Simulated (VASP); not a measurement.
# Si8O15 (a cell with a defect) in VASP: notebook, part 2 of 2

VASP 6.6.1. Earlier steps stand in the parts before.

## 3. Single point, LDA

INCAR reads:

```
ALGO = Normal ; EDIFF = 1E-6
ENCUT = 520 ; ISIF = 2
ISMEAR = -1 ; LASPH = T
LCHARG = F ; LREAL = Auto
LWAVE = F ; NBANDS = 78
NELECT = 120.0 ; NELM = 60
PREC = Accurate ; SIGMA = 0.05
```

KPOINTS reads:

```
k-points
0
Gamma
  2 2 2
```

POSCAR reads:

```
Si8O15
1.0
    0.0000000000      5.0462000000      4.4946000000
    4.0970000000      0.0000000000      4.4946000000
    4.0970000000      5.0462000000      0.0000000000
Si O
8 15
Direct
    0.2051904712      0.0570479928      0.9636625271
    0.3197908668      0.4700240222      0.0076535468
    0.8431913001      0.9262651587      0.0430345728
    0.1797608635      0.0276956399      0.4927178334
    0.6563216133      0.5714356955      0.4575325740
    0.7894961160      0.9528976454      0.5507726011
    0.2942786007      0.4406497578      0.5369167543
    0.7100231260      0.5447490451      0.9498421192
    0.4183813342      0.5189930707      0.2009510348
    0.2648725855      0.1393213361      0.6295822518
    0.3505451756      0.7159964521      0.5184275167
    0.2497145460      0.2489741026      0.2503153775
    0.0813133754      0.9786441291      0.2997476209
    0.2347734466      0.3582953471      0.8709389707
    0.1489065138      0.7816637261      0.9824675895
    0.8881270881      0.0168689071      0.7320522548
    0.7736162456      0.6523526949      0.1198142565
    0.8653967994      0.2074488376      0.0209656120
    0.9621945107      0.6112901153      0.6463049543
    0.6115297013      0.4807319015      0.7686066389
    0.7259314429      0.8453643343      0.3807948066
    0.6343363920      0.2901923759      0.4796648367
    0.5373699917      0.8864227818      0.8543275233
```

Potentials or basis: VASP PAW LDA potentials, release 64 (Si, O).

Started as:

```console
cat potpaw_LDA.64/Si/POTCAR potpaw_LDA.64/O/POTCAR > POTCAR
mpirun -np 1 vasp_std > vasp.out
```

OUTCAR:

```text
EDIFF = 1E-6
   ENCUT = 520
   ISIF = 2
   ISMEAR = -1
   LASPH = T
   LREAL = Auto
   NELECT = 120.0
   NELM = 60
   PREC = Accurate

 ion  position               nearest neighbor table
   1  0.205  0.057  0.964-  14 1.74  13 1.76  23 1.76  15 1.83  10 1.84  18 1.87   3 2.64   7 2.73
                             2 3.13   6 3.15
   2  0.320  0.470  0.008-  12 1.57  15 1.66  20 1.67  14 1.75   9 1.90   8 2.68   5 2.90   3 3.00
                             1 3.13   4 3.15
   3  0.843  0.926  0.043-  15 1.66  18 1.73  16 1.73  17 1.74  21 1.77   1 2.64   5 2.70   4 2.90
                             2 3.00
   4  0.180  0.028  0.493-  12 1.57  11 1.66  16 1.67  10 1.75  13 1.89   6 2.68   3 2.90   5 3.00
                             7 3.13   2 3.15
   5  0.656  0.571  0.458-  11 1.66  22 1.73  20 1.73  21 1.74  17 1.77   7 2.64   3 2.70   2 2.90
                             4 3.00
   6  0.789  0.953  0.551-  13 1.71  23 1.75  22 1.78  21 1.81  19 1.85  16 1.88   4 2.68   8 2.72
                             1 3.15
   7  0.294  0.441  0.537-  10 1.74   9 1.76  19 1.76  11 1.83  14 1.84  22 1.87   5 2.64   1 2.73
                             4 3.13   8 3.15
   8  0.710  0.545  0.950-   9 1.71  19 1.75  18 1.78  17 1.81  23 1.85  20 1.88   2 2.68   6 2.72
                             7 3.15
   9  0.418  0.519  0.201-   8 1.71   7 1.76   2 1.90
  10  0.265  0.139  0.630-   7 1.74   4 1.75   1 1.84
  11  0.351  0.716  0.518-   4 1.66   5 1.66   7 1.83
  12  0.250  0.249  0.250-   4 1.57   2 1.57
  13  0.081  0.979  0.300-   6 1.71   1 1.76   4 1.89
  14  0.235  0.358  0.871-   1 1.74   2 1.75   7 1.84
  15  0.149  0.782  0.982-   2 1.66   3 1.66   1 1.83
  16  0.888  0.017  0.732-   4 1.67   3 1.73   6 1.88
  17  0.774  0.652  0.120-   3 1.74   5 1.77   8 1.81
  18  0.865  0.207  0.021-   3 1.73   8 1.78   1 1.87
  19  0.962  0.611  0.646-   8 1.75   7 1.76   6 1.85
  20  0.612  0.481  0.769-   2 1.67   5 1.73   8 1.88
  21  0.726  0.845  0.381-   5 1.74   3 1.77   6 1.81
  22  0.634  0.290  0.480-   5 1.73   6 1.78   7 1.87
  23  0.537  0.886  0.854-   6 1.75   1 1.76   8 1.85

  LATTYP: Found a face centered orthorhombic cell.
 ALAT       =     8.1940000000
 B/A-ratio  =     1.0970466195
 C/A-ratio  =     1.2316817183

  Lattice vectors:

 A1 = (   0.0000000000,   5.0462000000,  -4.4946000000)
 A2 = (   4.0970000000,   5.0462000000,   0.0000000000)
 A3 = (   4.0970000000,   0.0000000000,  -4.4946000000)

Analysis of symmetry for initial positions (statically):
=====================================================================
 Subroutine PRICEL returns:
 Original cell was already a primitive cell.

 Routine SETGRP: Setting up the symmetry group for a
 face centered orthorhombic supercell.

 Subroutine GETGRP returns: Found  1 space group operations
 (whereof  1 operations were pure point group operations)
 out of a pool of  8 trial point group operations.

The static configuration has the point symmetry C_1 .

Analysis of symmetry for dynamics (positions and initial velocities):
=====================================================================
 Subroutine PRICEL returns:
 Original cell was already a primitive cell.

 Routine SETGRP: Setting up the symmetry group for a
 face centered orthorhombic supercell.

 Subroutine GETGRP returns: Found  1 space group operations
 (whereof  1 operations were pure point group operations)
 out of a pool of  8 trial point group operations.

The dynamic configuration has the point symmetry C_1 .
[... 104 lines left out ...]
  0.500000  0.000000  0.500000      1.000000
  0.000000  0.500000  0.500000      1.000000
   k-points           NKPTS =      8   k-points in BZ     NKDIM =      8   number of bands    NBANDS=     78
   number of dos      NEDOS =    301   number of ions     NIONS =     23
   total plane-waves  NPLWV = 115200
   dimension x,y,z NGX =    50 NGY =   48 NGZ =   48
   dimension x,y,z NGXF=   100 NGYF=   96 NGZF=   96
   ions per type =               8  15
   NGX,Y,Z   is equivalent  to a cutoff of  12.30, 13.12, 12.28 a.u.
   NGXF,Y,Z  is equivalent  to a cutoff of  24.60, 26.24, 24.55 a.u.
 SYSTEM =  unknown system
   PREC   = accura    normal or accurate (medium, high low for compatibility)
   ISTART =      0    job   : 0-new  1-cont  2-samecut
   ICHARG =      2    charge: 1-file 2-atom 10-const
   ISPIN  =      1    spin polarized calculation?
   LNONCOLLINEAR =      F non collinear calculations
   LSORBIT =      F    spin-orbit coupling
   LASPH  =      T    aspherical Exc in radial PAW
   ENCUT  =  520.0 eV  38.22 Ry    6.18 a.u.  12.56 11.31 12.09*2*pi/ulx,y,z
   NELM   =     60;   NELMIN=  2; NELMDL= -5     # of ELM steps
   EDIFF  = 0.1E-05   stopping-criterion for ELM
   LREAL  =      T    real-space projection
   EDIFFG = 0.1E-04   stopping-criterion for IOM
   NSW    =      0    number of steps for IOM
   IBRION =     -1    ionic relax: 0-MD 1-quasi-New 2-CG
   NFREE  =      0    steps in history (QN), initial steepest desc. (CG)
   ISIF   =      2    stress and relaxation
   ISYM   =      2    0-nonsym 1-usesym 2-fastsym
   POTIM  = 0.5000    time-step for ionic-motion
   TEBEG  =    0.0;   TEEND  =   0.0 temperature during run
   PSTRESS=    0.0 pullay stress
   NELECT =     120.0000    total number of electrons
   NUPDOWN=      -1.0000    fix difference up-down
   EMIN   =  10.00;   EMAX   =-10.00  energy-range for DOS
   EFERMI =   0.00;   METHOD = LEGACY
   ISMEAR =    -1;   SIGMA  =   0.05  broadening in eV -4-tet -1-fermi 0-gaus
   EFERMI_NEDOS =   21; number of points for ismear=-14 and -15
   IALGO  =     38    algorithm
   IMIX   =      4    mixing-type and parameters
     AMIX     =   0.40;   BMIX     =  1.00
     AMIX_MAG =   1.60;   BMIX_MAG =  1.00
  volume/ion in A,a.u.               =       8.08        54.53
  Fermi-wavevector in a.u.,A,eV,Ry     =   1.414984  2.673931 27.241296  2.002179
  Thomas-Fermi vector in A             =   2.536469
   LORBIT       =      0    0 simple, 1 ext, 2 COOP (PROOUT), +10 PAW based schemes
   GGA     = CA    functional components
   LHFCALC =     F    Hartree Fock is set to
   AEXX    =    0.0000 exact exchange contribution
   IVDW    =     0    specifies the selected vdW correction
   LEPSILON=     F    determine dielectric tensor
   LRPA    =     F    only Hartree local field effects (RPA)
 non-spin polarized calculation
  energy-cutoff  :      520.00
  volume of cell :      185.85
 maximum number of plane-waves:      5022
   NGX = 25   NGY = 23   NGZ = 25

 number of electron     120.0000004 magnetization

 Free energy of the ion-electron system (eV)
  ---------------------------------------------------
  ext. energy  EPLUGINS =         0.00000000
  ---------------------------------------------------
  free energy    TOTEN  =      -212.44676873 eV

  energy without entropy =     -212.44676873  energy(sigma->0) =     -212.44676873

 E-fermi :   8.8176     XC(G=0): -12.3748

 val. band max:        7.6403054943   @ k =   0.0000   0.0000   0.0000
 cond. band min:      10.7683502745   @ k =   0.0000   0.0000   0.0000
 fundamental gap:      3.1280447803
 Fermi energy:         8.8176198897

 k-point     1 :       0.0000    0.0000    0.0000
  band No.  band energies     occupation
      1     -14.5608      2.00000
      2     -12.6379      2.00000
      3     -12.4200      2.00000
      4     -12.1893      2.00000
      5     -12.0257      2.00000
      6     -11.7602      2.00000
[... 589 lines left out ...]
     71      17.0130      0.00000
     72      17.4633      0.00000
 [bands above 72 left out]

------------------------ aborting loop because EDIFF is reached ----------------------------------------

  FORCE on cell =-STRESS in cart. coord.  units (eV):
  Direction    XX          YY          ZZ          XY          YZ          ZX
  --------------------------------------------------------------------------------------
  -------------------------------------------------------------------------------------
  Total      -29.4394667    -22.6395569    -18.0705710     -6.0482661      6.2106990     -5.7852697
  in kB     -253.7985017   -195.1762815   -155.7869199    -52.1422786     53.5426178    -49.8749791
  external PRESSURE =    -201.5872344 kB  Pullay stress =       0.0000000 kB

 VOLUME and BASIS-vectors are now :
 -----------------------------------------------------------------------------
  energy-cutoff  :      520.00
  volume of cell :      185.85
      direct lattice vectors                 reciprocal lattice vectors
     0.000000000  5.046200000  4.494600000    -0.122040517  0.099084460  0.111244605
     4.097000000  0.000000000  4.494600000     0.122040517 -0.099084460  0.111244605
     4.097000000  5.046200000  0.000000000     0.122040517  0.099084460 -0.111244605

 POSITION                                       TOTAL-FORCE (eV/Angst)
 -----------------------------------------------------------------------------------
      4.18185      5.89827      1.17866        -0.014202      0.046768     -0.023701
      1.95705      1.65235      3.54990         0.036244     -0.002224     -0.011275
      3.97122      4.47207      7.95300         0.019849     -0.056842     -0.017193
      2.13213      3.39346      0.93243        -0.028958      0.014323      0.006498
      4.21568      5.62073      5.51828        -0.018660      0.070620      0.024276
      6.16054      6.76326      7.83136         0.017107     -0.023728     -0.013437
[... 15 lines left out ...]
      3.15411      5.62147      4.15539        -0.030080      0.006873     -0.021872
      7.13185      7.02278      6.39938         0.011127      0.010496     -0.019557
 -----------------------------------------------------------------------------------
    total drift:                                0.005132      0.008911     -0.001343

  FREE ENERGIE OF THE ION-ELECTRON SYSTEM (eV)
  ---------------------------------------------------
  free  energy   TOTEN  =      -212.4467687265 eV

  energy  without entropy=     -212.4467687264  energy(sigma->0) =     -212.44676873
```

It took 8.1 min on 1 thread of AMD EPYC 7R43 (Zen 3), shared host; peak memory 0.24 GiB.

Results:

```yaml
Free_energy: -212.4468 eV
Largest_force: 0.077 eV/Å
```

Forces on the atoms (eV/Å):
```
Si  -0.014  0.047 -0.024
Si   0.036 -0.002 -0.011
Si   0.020 -0.057 -0.017
Si  -0.029  0.014  0.006
Si  -0.019  0.071  0.024
Si   0.017 -0.024 -0.013
Si   0.007 -0.037  0.028
Si  -0.011  0.029  0.020
O    0.019 -0.013 -0.034
O   -0.014  0.005 -0.019
O    0.015 -0.026 -0.016
O    0.002 -0.005  0.003
O   -0.023  0.003  0.030
O    0.017 -0.008  0.020
O   -0.025  0.023  0.018
O    0.027 -0.028 -0.042
O   -0.028 -0.021 -0.014
O    0.031 -0.016  0.016
O   -0.010 -0.011  0.012
O   -0.028  0.017  0.042
O    0.028  0.022  0.011
O   -0.030  0.007 -0.022
O    0.011  0.010 -0.020
```

Caveat: the k points lie up to 0.61 Å⁻¹ apart; the cell carries a net charge on a neutralising background, which shifts energy and pressure; the cell is charged against a uniform background, so pressure and absolute levels hang on convention.
